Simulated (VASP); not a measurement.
Runs of VASP 6.6.1 on TaSi2. The cell holds an amorphous packing of atoms, 24 atoms: a = 7.240 Å, b = 7.515 Å, c = 7.399 Å, α = 89.60°, β = 91.79°, γ = 91.23°. 

| smearing | gap on the mesh (eV) | pressure (GPa) | largest force (eV/Å) |
| --- | --- | --- | --- |
| fermi-dirac 0.05 eV | 0.46 | (b) | 1.21 |
| fermi-dirac 0.1112 eV | 0.17 | -3.2 | (a) |
| fermi-dirac 0.1999 eV | 0.15 | -0.9 | 2.75 |
| fermi-dirac 0.2775 eV | 0.13 | 8.6 | 6.84 |

Alike in all rows: task single point; level PBE; potentials or basis VASP PAW PBE potentials, release 64 (Si, Ta_pv); no spin polarisation; cell as given; k mesh 1 × 1 × 1, shifted; cutoff (eV) 520.

Task: Fill in the values left out.

Result: (a) 3.25; (b) -8.6.

Caveats: all runs use coarse meshes; spin-orbit coupling is left out, which moves the levels of the heavy elements.

A k mesh can miss the band edges, and the runs leave out spin-orbit coupling on Ta.
